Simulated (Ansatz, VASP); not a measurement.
# One calculation of BN, two programs

File INCAR:

```
SYSTEM = BN
ALGO = Normal
EDIFF = 1E-6
EDIFFG = -0.01
ENCUT = 600
GGA = PE
IBRION = 2
ISIF = 3
ISMEAR = 0
LASPH = .True.
LCHARG = .False.
LREAL = .False.
LWAVE = .False.
NELM = 100
NSW = 100
PREC = Accurate
SIGMA = 0.02
```

Contents of KPOINTS:

```
k-points
0
Gamma
  12 12 4
  0 0 0
```

POSCAR

```
BN
1.0
    2.5580718705      0.0000000000      0.0000000000
   -1.2790359352      2.2153552245      0.0000000000
    0.0000000000      0.0000000000      8.4075283256
B N
4 4
Direct
    0.0000000000      0.0000000000      0.0933738388
    0.0000000000      0.0000000000      0.5933738388
    0.3333333333      0.6666666667      0.3440557141
    0.6666666667      0.3333333333      0.8440557141
    0.0000000000      0.0000000000      0.4067467355
    0.0000000000      0.0000000000      0.9067467355
    0.3333333333      0.6666666667      0.1558237116
    0.6666666667      0.3333333333      0.6558237116
```

Input for Ansatz:

```yaml
crystal:
  lattice:
    - [2.5580718705, 0.0, 0.0]
    - [-1.2790359352, 2.2153552245, 0.0]
    - [0.0, 0.0, 8.4075283256]
  atoms:
    - { symbol: B, position: [0.0, 0.0, 0.0933738388] }
    - { symbol: B, position: [0.0, 0.0, 0.5933738388] }
    - { symbol: B, position: [0.3333333333, 0.6666666667, 0.3440557141] }
    - { symbol: B, position: [0.6666666667, 0.3333333333, 0.8440557141] }
    - { symbol: "N", position: [0.0, 0.0, 0.4067467355] }
    - { symbol: "N", position: [0.0, 0.0, 0.9067467355] }
    - { symbol: "N", position: [0.3333333333, 0.6666666667, 0.1558237116] }
    - { symbol: "N", position: [0.6666666667, 0.3333333333, 0.6558237116] }
basis:
  ecutwfc: 420
kpoints:
  mp_grid: { grid: [12, 12, 4] }
hamiltonian:
  xc: pbe
scf:
  occupations: { method: gaussian, width: 0.02 }
output:
  forces: true
  stress: true
  eigenvalues: true
relax:
  adjacent_minimum: "off"
  f_tol: 0.01
  max_steps: 80
  cell: { stress_tol: 0.05 }
```

Alike in both runs: task relaxation of cell and atoms; functional PBE; k mesh 12 × 12 × 4; occupations gaussian, width 0.02 eV; no spin polarisation.

|  | VASP | Ansatz |
| --- | --- | --- |
| version | VASP 6.6.1 | Ansatz 0.2.0 |
| potentials or method | VASP PAW PBE potentials, release 64 (B, N), cutoff 600 eV | scalar-relativistic, plane waves, PAW |
| valence electrons in the cell | 32 | 32 |

|  | VASP | Ansatz | Ansatz less VASP |
| --- | --- | --- | --- |
| gap on the k mesh at the Fermi level, each at its own relaxed structure (eV) | 5.50 | 5.50 | +0.009 |
| relaxed volume (Å³/atom) | 5.96 | 5.96 | +0.003 |
| relaxed cell length with the largest relative difference (Å) | 8.408 | 8.409 | +0.0017 |

Noted on VASP's run: the relaxation stopped at its first step, so nothing moved.
